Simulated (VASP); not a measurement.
The system is SnO2.

```
CELL_PARAMETERS angstrom
3.32990 0.00000 0.00000
0.00000 3.32990 0.00000
0.00000 0.00000 4.86321
ATOMIC_POSITIONS crystal
Sn 0.50000 0.50000 0.50000
Sn 0.00000 0.00000 0.00000
O 0.00000 0.50000 0.69325
O 0.50000 0.00000 0.80675
O 0.50000 0.00000 0.30675
O 0.00000 0.50000 0.19325
```

* Program: VASP 6.6.1
* Task: relaxation of cell and atoms
* Functional: PBE
* Potentials or basis: VASP PAW PBE potentials, release 64 (Sn_d, O)
* Cutoff: 600 eV
* k mesh: 6 × 6 × 4
* Occupations: gaussian, width 0.1 eV
* Spin: no spin polarisation

At the start: pressure 87.3 GPa; volume 8.99 Å³/atom.

Task: Where does the relaxation end?

Result: Over 9 steps the energy falls by 578.8 meV/atom and the volume is 11.86 Å³/atom (+32.0 %); space group P4_2/nmc (No. 137, to 0.1 Å) before and after.

Step by step:
| step | energy change (eV) | largest force (eV/Å) | pressure (GPa) | volume (Å³) |
| --- | --- | --- | --- | --- |
| 1 | 0.0000 | 1.0876 | 87.34 | 53.92 |
| 2 | 1.1493 | 0.8574 | -31.94 | 101.91 |
| 3 | -3.3305 | 0.4097 | -4.45 | 71.26 |
| 4 | -3.3559 | 0.3576 | -1.36 | 70.01 |
| 5 | -3.3592 | 0.3301 | 0.30 | 69.39 |
| 6 | -3.3933 | 0.3514 | 0.21 | 69.64 |
| 7 | -3.4234 | 0.3758 | 0.37 | 70.12 |
| 8 | -3.4503 | 0.2582 | 0.21 | 70.48 |
| 9 | -3.4728 | 0.0207 | 0.11 | 71.16 |

Final structure:
```cif
data_structure
_symmetry_space_group_name_H-M 'P 1'
_symmetry_Int_Tables_number 1
_cell_length_a 3.5986
_cell_length_b 3.5986
_cell_length_c 5.4946
_cell_angle_alpha 90.000
_cell_angle_beta 90.000
_cell_angle_gamma 90.000
_cell_volume 71.16
loop_
_atom_site_label
_atom_site_type_symbol
_atom_site_fract_x
_atom_site_fract_y
_atom_site_fract_z
_atom_site_occupancy
Sn1 Sn 0.50000 0.50000 0.50000 1
Sn2 Sn 0.00000 0.00000 0.00000 1
O1 O 0.00000 0.50000 0.67963 1
O2 O 0.50000 0.00000 0.82037 1
O3 O 0.50000 0.00000 0.32037 1
O4 O 0.00000 0.50000 0.17963 1
```

Caveat: the volume moved by over 15 % at a fixed basis, so the end points are rough; the relaxation stopped at a loose force limit of 0.05 eV/Å, so its end isn't a converged minimum.
